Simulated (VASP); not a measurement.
# Cs3C2 (Pm-3m) in VASP: notebook

Runs on Cs3C2. Level: PBE. Tasks: single point.

Everything below comes from runs of VASP 6.6.1. Logs are shortened: lines on timing, memory, paths and dates and some standing lists are left out, and cuts for length are marked.

### 1 The cell of the first run

Symmetry: Pm-3m, No. 221, cubic system. Conventional cell: a = 6.208 Å, b = 6.208 Å, c = 6.208 Å, α = 90.00°, β = 90.00°, γ = 90.00°. Cs (site symmetry 4/mmm) has 2 C at 3.10 Å within 4.1 Å. C (site symmetry m-3m) has 6 Cs at 3.10 Å within 4.1 Å. Within 5.8 Å of C (site symmetry m-3m) lie 12 Cs at 4.39 Å and 8 C at 5.38 Å.

### 2 Single point, PBE, collinear spin, ferromagnetic start

INCAR reads:

```
ALGO = Normal
EDIFF = 1E-7
ENCUT = 520
GGA = PE
ISIF = 2
ISMEAR = 0
ISPIN = 2
LASPH = True
LCHARG = True
LELF = True
LORBIT = 11
LREAL = False
LVHAR = True
LWAVE = False
MAGMOM = 0 0 0 1.91 2.72
NBANDS = 30
NELM = 150
PREC = Accurate
SIGMA = 0.1
```

KPOINTS reads:

```
k-points
0
Gamma
  6 6 6
```

POSCAR reads:

```
Cs3C2
1.0
    6.2081307611      0.0000000000      0.0000000000
    0.0000000000      6.2081307611      0.0000000000
    0.0000000000      0.0000000000      6.2081307611
Cs C
3 2
Direct
    0.0000000000      0.5000000000      0.5000000000
    0.5000000000      0.0000000000      0.5000000000
    0.5000000000      0.5000000000      0.0000000000
    0.5000000000      0.5000000000      0.5000000000
    0.0000000000      0.0000000000      0.0000000000
```

Potentials or basis: VASP PAW PBE potentials, release 64 (Cs_sv, C).

Command:

```sh
$ cat potpaw_PBE.64/Cs_sv/POTCAR potpaw_PBE.64/C/POTCAR > POTCAR
$ mpirun -np 1 vasp_std > vasp.out
```

OUTCAR:

```text
EDIFF = 1E-7
   ENCUT = 520
   GGA = PE
   ISIF = 2
   ISMEAR = 0
   ISPIN = 2
   LASPH = True
   LORBIT = 11
   LREAL = False
   NELM = 150
   PREC = Accurate

 ion  position               nearest neighbor table
   1  0.000  0.500  0.500-
   2  0.500  0.000  0.500-
   3  0.500  0.500  0.000-
   4  0.500  0.500  0.500-
   5  0.000  0.000  0.000-

  LATTYP: Found a simple cubic cell.
 ALAT       =     6.2081307611

  Lattice vectors:

 A1 = (   6.2081307611,   0.0000000000,   0.0000000000)
 A2 = (   0.0000000000,   6.2081307611,   0.0000000000)
 A3 = (   0.0000000000,   0.0000000000,   6.2081307611)

Analysis of symmetry for initial positions (statically):
=====================================================================
 Subroutine PRICEL returns:
 Original cell was already a primitive cell.

 Routine SETGRP: Setting up the symmetry group for a
 simple cubic supercell.

 Subroutine GETGRP returns: Found 48 space group operations
 (whereof 48 operations were pure point group operations)
 out of a pool of 48 trial point group operations.

The static configuration has the point symmetry O_h .

Analysis of symmetry for dynamics (positions and initial velocities):
=====================================================================
 Subroutine PRICEL returns:
 Original cell was already a primitive cell.

 Routine SETGRP: Setting up the symmetry group for a
 simple cubic supercell.

 Subroutine GETGRP returns: Found 48 space group operations
 (whereof 48 operations were pure point group operations)
 out of a pool of 48 trial point group operations.

The dynamic configuration has the point symmetry O_h .

Analysis of structural, dynamic, and magnetic symmetry:
=====================================================================
 Subroutine PRICEL returns:
 Original cell was already a primitive cell.

 Routine SETGRP: Setting up the symmetry group for a
 simple cubic supercell.

 Subroutine GETGRP returns: Found 48 space group operations
 (whereof 48 operations were pure point group operations)
 out of a pool of 48 trial point group operations.

The overall configuration has the point symmetry O_h .

 Subroutine INISYM returns: Found 48 space group operations
 (whereof 48 operations are pure point group operations),
 and found     1 'primitive' translations

----------------------------------------------------------------------------------------

                                     Primitive cell

  volume of cell :     239.2669

  direct lattice vectors                    reciprocal lattice vectors
     6.208130761  0.000000000  0.000000000     0.161079081  0.000000000  0.000000000
     0.000000000  6.208130761  0.000000000     0.000000000  0.161079081  0.000000000
     0.000000000  0.000000000  6.208130761     0.000000000  0.000000000  0.161079081

  length of vectors
     6.208130761  6.208130761  6.208130761     0.161079081  0.161079081  0.161079081

  position of ions in fractional coordinates (direct lattice)
     0.000000000  0.500000000  0.500000000
     0.500000000  0.000000000  0.500000000
     0.500000000  0.500000000  0.000000000
     0.500000000  0.500000000  0.500000000
     0.000000000  0.000000000  0.000000000

  ion indices of the primitive-cell ions
   primitive index   ion index
                 1           1
                 2           2
                 3           3
                 4           4
                 5           5

----------------------------------------------------------------------------------------

 KPOINTS: k-points

Automatic generation of k-mesh.
 Grid dimensions read from file:
 generate k-points for:    6    6    6

 Generating k-lattice:

  Cartesian coordinates                     Fractional coordinates (reciprocal lattice)
     0.026846514  0.000000000  0.000000000     0.166666667  0.000000000  0.000000000
     0.000000000  0.026846514  0.000000000     0.000000000  0.166666667  0.000000000
     0.000000000  0.000000000  0.026846514     0.000000000  0.000000000  0.166666667

  Length of vectors
     0.026846514  0.026846514  0.026846514

  Shift w.r.t. Gamma in fractional coordinates (k-lattice)
     0.000000000  0.000000000  0.000000000

 Subroutine IBZKPT returns following result:
 ===========================================

 Found     20 irreducible k-points:

 Following reciprocal coordinates:
            Coordinates               Weight
  0.000000  0.000000  0.000000      1.000000
  0.166667  0.000000  0.000000      6.000000
  0.333333  0.000000  0.000000      6.000000
  0.500000  0.000000  0.000000      3.000000
  0.166667  0.166667  0.000000     12.000000
  0.333333  0.166667  0.000000     24.000000
[... 12 lines left out ...]
  0.500000  0.500000  0.333333      6.000000
  0.500000  0.500000  0.500000      1.000000
   k-points           NKPTS =     20   k-points in BZ     NKDIM =     20   number of bands    NBANDS=     30
   number of dos      NEDOS =    301   number of ions     NIONS =      5
   total plane-waves  NPLWV = 110592
   dimension x,y,z NGX =    48 NGY =   48 NGZ =   48
   dimension x,y,z NGXF=    96 NGYF=   96 NGZF=   96
   ions per type =               3   2
   NGX,Y,Z   is equivalent  to a cutoff of  12.85, 12.85, 12.85 a.u.
   NGXF,Y,Z  is equivalent  to a cutoff of  25.71, 25.71, 25.71 a.u.
 SYSTEM =  unknown system
   PREC   = accura    normal or accurate (medium, high low for compatibility)
   ISTART =      0    job   : 0-new  1-cont  2-samecut
   ICHARG =      2    charge: 1-file 2-atom 10-const
   ISPIN  =      2    spin polarized calculation?
   LNONCOLLINEAR =      F non collinear calculations
   LSORBIT =      F    spin-orbit coupling
   LASPH  =      T    aspherical Exc in radial PAW
   ENCUT  =  520.0 eV  38.22 Ry    6.18 a.u.  11.54 11.54 11.54*2*pi/ulx,y,z
   NELM   =    150;   NELMIN=  2; NELMDL= -5     # of ELM steps
   EDIFF  = 0.1E-06   stopping-criterion for ELM
   LREAL  =      F    real-space projection
   EDIFFG = 0.1E-05   stopping-criterion for IOM
   NSW    =      0    number of steps for IOM
   IBRION =     -1    ionic relax: 0-MD 1-quasi-New 2-CG
   NFREE  =      0    steps in history (QN), initial steepest desc. (CG)
   ISIF   =      2    stress and relaxation
   ISYM   =      2    0-nonsym 1-usesym 2-fastsym
   POTIM  = 0.5000    time-step for ionic-motion
   TEBEG  =    0.0;   TEEND  =   0.0 temperature during run
   PSTRESS=    0.0 pullay stress
   NELECT =      35.0000    total number of electrons
   NUPDOWN=      -1.0000    fix difference up-down
   EMIN   =  10.00;   EMAX   =-10.00  energy-range for DOS
   EFERMI =   0.00;   METHOD = LEGACY
   ISMEAR =     0;   SIGMA  =   0.10  broadening in eV -4-tet -1-fermi 0-gaus
   EFERMI_NEDOS =   21; number of points for ismear=-14 and -15
   IALGO  =     38    algorithm
   IMIX   =      4    mixing-type and parameters
     AMIX     =   0.40;   BMIX     =  1.00
     AMIX_MAG =   1.60;   BMIX_MAG =  1.00
  volume/ion in A,a.u.               =      47.85       322.93
  Fermi-wavevector in a.u.,A,eV,Ry     =   0.862588  1.630055 10.123520  0.744058
  Thomas-Fermi vector in A             =   1.980412
   LORBIT       =     11    0 simple, 1 ext, 2 COOP (PROOUT), +10 PAW based schemes
   GGA     = PE    functional components
   LHFCALC =     F    Hartree Fock is set to
   AEXX    =    0.0000 exact exchange contribution
   IVDW    =     0    specifies the selected vdW correction
   LEPSILON=     F    determine dielectric tensor
   LRPA    =     F    only Hartree local field effects (RPA)
 spin polarized calculation
 Gauss-broadening in eV      SIGMA  =   0.10
  energy-cutoff  :      520.00
  volume of cell :      239.27
 maximum number of plane-waves:      6488
 NGX is ok and might be reduce to    48
   NGX = 23   NGY = 23   NGZ = 23

 number of electron      35.0000001 magnetization       5.0001174

 Free energy of the ion-electron system (eV)
  ---------------------------------------------------
  ext. energy  EPLUGINS =         0.00000000
  ---------------------------------------------------
  free energy    TOTEN  =       -11.62147942 eV

  energy without entropy =      -11.59646261  energy(sigma->0) =      -11.60897102

 E-fermi :   1.3714     XC(G=0):  -6.7398

 val. band max:        1.3584103318   @ k =   0.5000   0.1667   0.0000
 cond. band min:       1.3812902579   @ k =   0.3333   0.3333   0.3333
 fundamental gap:      0.0228799261
 Fermi energy:         1.3714045930

 spin component 1

 k-point     1 :       0.0000    0.0000    0.0000
  band No.  band energies     occupation
      1     -21.7489      1.00000
      2     -21.6391      1.00000
      3     -21.6391      1.00000
      4      -8.9143      1.00000
      5      -8.9143      1.00000
      6      -8.9143      1.00000
[... 607 lines left out ...]
      6      -8.8807      1.00000
[... 21 lines left out ...]
     28       5.4521      0.00000
     29       5.4521      0.00000
 Fermi energy:         1.3714045930

 spin component 2

 k-point     1 :       0.0000    0.0000    0.0000
  band No.  band energies     occupation
      1     -21.7023      1.00000
      2     -21.5959      1.00000
      3     -21.5959      1.00000
      4      -8.8453      1.00000
      5      -8.8453      1.00000
      6      -8.8453      1.00000
[... 607 lines left out ...]
      6      -8.8547      1.00000
[... 21 lines left out ...]
     28       6.1581      0.00000
     29       6.1581      0.00000
 [bands above 29 left out]

------------------------ aborting loop because EDIFF is reached ----------------------------------------

  FORCE on cell =-STRESS in cart. coord.  units (eV):
  Direction    XX          YY          ZZ          XY          YZ          ZX
  --------------------------------------------------------------------------------------
  -------------------------------------------------------------------------------------
  Total        0.1050884      0.1050884      0.1050884      0.0000000      0.0000000      0.0000000
  in kB        0.7036920      0.7036920      0.7036920      0.0000000      0.0000000      0.0000000
  external PRESSURE =       0.7036920 kB  Pullay stress =       0.0000000 kB

 VOLUME and BASIS-vectors are now :
 -----------------------------------------------------------------------------
  energy-cutoff  :      520.00
  volume of cell :      239.27
      direct lattice vectors                 reciprocal lattice vectors
     6.208130761  0.000000000  0.000000000     0.161079081  0.000000000  0.000000000
     0.000000000  6.208130761  0.000000000     0.000000000  0.161079081  0.000000000
     0.000000000  0.000000000  6.208130761     0.000000000  0.000000000  0.161079081

 POSITION                                       TOTAL-FORCE (eV/Angst)
 -----------------------------------------------------------------------------------
      0.00000      3.10407      3.10407         0.000000      0.000000      0.000000
      3.10407      0.00000      3.10407         0.000000      0.000000      0.000000
      3.10407      3.10407      0.00000         0.000000      0.000000      0.000000
      3.10407      3.10407      3.10407         0.000000      0.000000      0.000000
      0.00000      0.00000      0.00000         0.000000      0.000000      0.000000
 -----------------------------------------------------------------------------------
    total drift:                                0.000000     -0.000000     -0.000000

  FREE ENERGIE OF THE ION-ELECTRON SYSTEM (eV)
  ---------------------------------------------------
  free  energy   TOTEN  =       -11.6214794201 eV

  energy  without entropy=      -11.5964626129  energy(sigma->0) =      -11.60897102

 total charge

# of ion       s       p       d       tot
------------------------------------------
    1        1.841   4.679   0.049   6.569
    2        1.841   4.679   0.049   6.569
    3        1.841   4.679   0.049   6.569
    4        0.948   1.196   0.000   2.144
    5        0.967   1.097   0.000   2.063
--------------------------------------------------
tot          7.438  16.330   0.147  23.915

 magnetization (x)

# of ion       s       p       d       tot
------------------------------------------
    1        0.003   0.039   0.015   0.056
    2        0.003   0.039   0.015   0.056
    3        0.003   0.039   0.015   0.056
    4        0.039   0.870   0.000   0.909
    5        0.043   1.039   0.000   1.082
--------------------------------------------------
tot          0.089   2.026   0.044   2.160
```

It took 4.7 min on 1 thread of Intel Xeon Platinum 8259CL at 2.50GHz (Skylake/Cascade Lake), shared host; peak memory 0.52 GiB.

Results:

| Item | Value |
| --- | --- |
| Free energy | -11.6215 eV |
| Pressure | 0.1 GPa |
| Band gap on the k mesh | zero (filled and empty bands overlap) |
| Net moment | 5.00 μB per cell |
| Site moments | Cs +0.06; C +0.91, +1.08 μB |
| Valence electrons inside the program's atomic spheres | Cs 6.57; C 2.14, 2.06 |

Caveat: spin-orbit coupling is left out, which moves the levels of the heavy elements.

[end of part 1 of 2]
